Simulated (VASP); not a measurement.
**Mg32ZnO32 (a cell with a defect): relaxation of the atoms with PBEsol**

The system is Mg32ZnO32 (a cell with a defect).

```xyz
65
Lattice="8.4288 0.0000 0.0000 0.0000 8.4288 0.0000 0.0000 0.0000 8.4288" Properties=species:S:1:pos:R:3 pbc="T T T"
O     2.1311    8.4105    0.0046
O     2.0903    0.0278    4.2119
O     2.1183    4.2132    8.4263
O     2.1058    4.2214    4.1857
O     6.3346    0.0113    0.0022
O     6.3259    0.0099    4.2260
O     6.2920    4.1864    8.4229
O     6.3231    4.2256    4.2412
O     8.4228    2.0885    0.0040
O     0.0253    2.1098    4.1856
O     0.0108    6.3566    0.0173
O     0.0010    6.3352    4.1982
O     4.1872    2.1095    0.0338
O     4.2443    2.1049    4.2396
O     4.2396    6.3206    8.3934
O     4.2352    6.3164    4.2458
O     0.0208    0.0036    2.0907
O     0.0330    8.3957    6.3640
O     0.0054    4.2007    2.1277
O     8.4207    4.1990    6.3390
O     4.2013    0.0018    2.1566
O     4.2129    0.0382    6.3273
O     4.2071    4.2353    2.1192
O     4.2142    4.2113    6.3424
O     2.0908    2.1420    2.1198
O     2.1125    2.1055    6.3273
O     2.1130    6.3098    2.0952
O     2.0624    6.3242    6.3109
O     6.3070    2.0995    2.0811
O     6.3548    2.1172    6.3070
O     6.3088    6.3117    2.1456
O     6.2556    6.3255    6.3164
Mg    0.0656    8.4224    8.4281
Mg    8.4239    0.0122    4.2089
Mg    0.0052    4.1934    0.0269
Mg    8.3811    4.2421    4.2290
Mg    4.2339    8.4186    0.0109
Mg    4.2096    0.0217    4.1928
Mg    4.1945    4.1977    0.0020
Mg    4.2363    4.2151    4.2057
Mg    2.0784    2.0906    8.4257
Mg    2.1175    2.1191    4.2238
Mg    2.1168    6.2915    8.4119
Mg    2.1218    6.3156    4.1967
Mg    6.3030    2.0738    0.0114
Mg    6.3426    2.1174    4.1958
Mg    6.3250    6.3446    0.0365
Mg    6.3075    6.3151    4.1992
Mg    2.0858    0.0038    2.0855
Mg    2.0620    8.4124    6.3339
Mg    2.1033    4.1966    2.1229
Mg    2.1274    4.2247    6.3193
Mg    6.2949    0.0099    2.1194
Mg    6.3088    0.0041    6.3344
Mg    6.3093    4.2114    2.0819
Mg    6.3000    4.2157    6.3151
Mg    8.3956    2.1204    2.1255
Mg    0.0090    2.0978    6.3099
Mg    8.4214    6.3736    2.0696
Mg    0.0170    6.3395    6.3119
Mg    4.2342    2.1028    2.0987
Mg    4.2561    2.0956    6.3265
Mg    4.2269    6.3266    2.1261
Mg    4.2137    6.3184    6.3075
Zn    1.0614    3.1231    3.1293
```

```
Program                : VASP 6.6.1
Task                   : relaxation of the atoms
Functional             : PBEsol
Potentials or basis    : VASP PAW PBE potentials, release 64 (O, Mg, Zn)
Cutoff                 : 520 eV
k mesh                 : 1 × 1 × 1, shifted
Occupations            : fermi-dirac, width 0.05 eV
Spin                   : no spin polarisation
Dipole correction      : no
Further INCAR settings : LREAL = Auto; ALGO = Normal; EDIFF = 1e-07; ISYM = -1; IBRION = 2; EDIFFG = -0.03; NSW = 100
```

- Energy gained by relaxing: 156.6 meV/atom
- Ionic steps: 14
- Pressure after relaxing: 9.1 GPa
- Largest force after relaxing: 0.020 eV/Å
- Band gap on the k mesh: 1.57 eV

Forces in eV/Å, atoms in the order of the input:
```
O    0.001 -0.003 -0.006
O   -0.003 -0.001  0.000
O    0.001  0.000  0.001
O   -0.016 -0.004  0.006
O    0.008  0.014  0.008
O   -0.008 -0.005  0.002
O   -0.008  0.007 -0.005
O    0.005 -0.008 -0.003
O    0.003  0.005  0.002
O    0.008  0.009  0.012
O   -0.006  0.013 -0.007
O   -0.001 -0.010  0.004
O    0.009  0.003 -0.009
O    0.000 -0.004 -0.008
O   -0.006 -0.007  0.008
O    0.002 -0.001  0.003
O    0.001 -0.004  0.004
O   -0.008 -0.002  0.004
O    0.009  0.009  0.000
O    0.000  0.001  0.001
O    0.011 -0.009 -0.004
O   -0.012  0.009 -0.014
O    0.002 -0.003  0.001
O    0.003  0.004  0.002
O    0.003 -0.010  0.003
O    0.001 -0.001 -0.005
O    0.003 -0.005  0.002
O    0.009  0.006  0.007
O    0.002  0.004  0.000
O   -0.011 -0.003  0.005
O   -0.003  0.004 -0.004
O    0.009 -0.009 -0.009
Mg   0.008  0.001 -0.005
Mg  -0.003  0.005  0.007
Mg   0.002  0.009  0.004
Mg   0.002 -0.005  0.016
Mg   0.001  0.003 -0.002
Mg   0.000 -0.005 -0.015
Mg  -0.001 -0.005 -0.001
Mg  -0.012 -0.008 -0.005
Mg   0.002  0.002  0.007
Mg  -0.013 -0.009 -0.007
Mg  -0.012  0.007 -0.001
Mg  -0.006 -0.008  0.004
Mg  -0.002  0.016 -0.003
Mg   0.002 -0.001 -0.002
Mg   0.000  0.007 -0.002
Mg   0.003 -0.008 -0.014
Mg   0.003  0.000 -0.001
Mg  -0.010 -0.001  0.004
Mg  -0.007 -0.002 -0.003
Mg  -0.001 -0.002  0.007
Mg   0.001 -0.003  0.007
Mg  -0.006 -0.001  0.001
Mg   0.013 -0.001  0.001
Mg  -0.002 -0.010 -0.003
Mg   0.015  0.000 -0.003
Mg   0.000  0.003  0.005
Mg   0.001  0.004  0.007
Mg   0.011 -0.001  0.001
Mg  -0.002 -0.003 -0.002
Mg  -0.004  0.014 -0.003
Mg   0.005 -0.001  0.008
Mg  -0.001  0.007  0.005
Zn   0.005 -0.004 -0.014
```

Stress tensor (GPa, compression positive):
```
 9.16 -0.18 -0.18
-0.18  9.05 -0.20
-0.18 -0.20  9.02
```

The path:
```tsv
step	energy change (eV)	largest force (eV/Å)	pressure (GPa)
1	0.0000	13.0793	13.25
2	-6.4156	5.6331	11.65
3	-8.6173	2.7740	10.04
4	-9.6640	1.7496	9.32
5	-9.6751	2.2100	9.31
6	-10.0784	0.3928	9.05
7	-10.0795	0.4056	9.05
8	-10.1479	0.2853	9.09
9	-10.1495	0.3639	9.10
10	-10.1690	0.1408	9.09
11	-10.1707	0.1840	9.09
12	-10.1751	0.0784	9.08
13	-10.1751	0.0740	9.08
14	-10.1761	0.0204	9.08
```

Final structure:
```
O Mg Zn
1.0
     8.42881    0.00000    0.00000
     0.00000    8.42881    0.00000
     0.00000    0.00000    8.42881
O Mg Zn
32 32 1
Direct
  0.24994 0.99740 0.99761
  0.25318 0.99367 0.50316
  0.25289 0.50300 0.99362
  0.26826 0.51770 0.51706
  0.74968 0.99962 0.99998
  0.74722 0.99734 0.50014
  0.74728 0.49986 0.99750
  0.74323 0.50331 0.50320
  0.99698 0.24704 0.99350
  0.98138 0.23128 0.51971
  0.00014 0.75256 0.99749
  0.99709 0.75694 0.50306
  0.50260 0.25007 0.99760
  0.50684 0.24726 0.50343
  0.50027 0.75036 0.99971
  0.50242 0.75266 0.50014
  0.99704 0.99354 0.24709
  0.00029 0.99719 0.75300
  0.98181 0.51932 0.23203
  0.99708 0.50311 0.75650
  0.50244 0.99755 0.25040
  0.50041 0.99954 0.75074
  0.50653 0.50319 0.24722
  0.50239 0.49996 0.75262
  0.26938 0.23286 0.23220
  0.25309 0.24720 0.75685
  0.25291 0.75667 0.24721
  0.24987 0.75232 0.75239
  0.74312 0.24709 0.24726
  0.74733 0.25017 0.75300
  0.74717 0.75280 0.25033
  0.74951 0.75042 0.75061
  0.99984 0.99471 0.99501
  0.99800 0.99802 0.50238
  0.99791 0.50219 0.99812
  0.97224 0.52792 0.52711
  0.49997 0.99997 0.00028
  0.50512 0.99498 0.50062
  0.50492 0.50024 0.99505
  0.50236 0.50237 0.50231
  0.25226 0.24804 0.99820
  0.27782 0.22299 0.52767
  0.25026 0.75492 0.99504
  0.25221 0.75219 0.50201
  0.74465 0.24969 0.99494
  0.74800 0.24794 0.50265
  0.74995 0.74996 0.00023
  0.74465 0.75546 0.50049
  0.25223 0.99852 0.24811
  0.25026 0.99482 0.75527
  0.27703 0.52696 0.22333
  0.25203 0.50214 0.75176
  0.74458 0.99481 0.25005
  0.75018 0.00005 0.75028
  0.74785 0.50251 0.24800
  0.74484 0.50030 0.75536
  0.97172 0.22237 0.22234
  0.99788 0.24783 0.75254
  0.99785 0.75255 0.24780
  0.99968 0.75516 0.75531
  0.50253 0.24810 0.24812
  0.50524 0.24966 0.75552
  0.50484 0.75523 0.24984
  0.50006 0.75005 0.75025
  0.12383 0.37409 0.37530
```

Levels at points of the mesh, in eV from the valence-band top:
```tsv
k point	band 131	band 132	band 133	band 134	band 135	band 136	band 137	band 138
(0.25, 0.25, 0.25)	-4.60	-4.33	-4.33	0.00	1.57	2.32	2.34	2.69
```

It took 24 min on 1 thread of Intel(R) Xeon(R) 6975P-C (Granite Rapids), on a shared host, peak memory 0.7 GiB.

Caveat: the PAW data sets were made with another functional, which shifts forces and pressure a little.
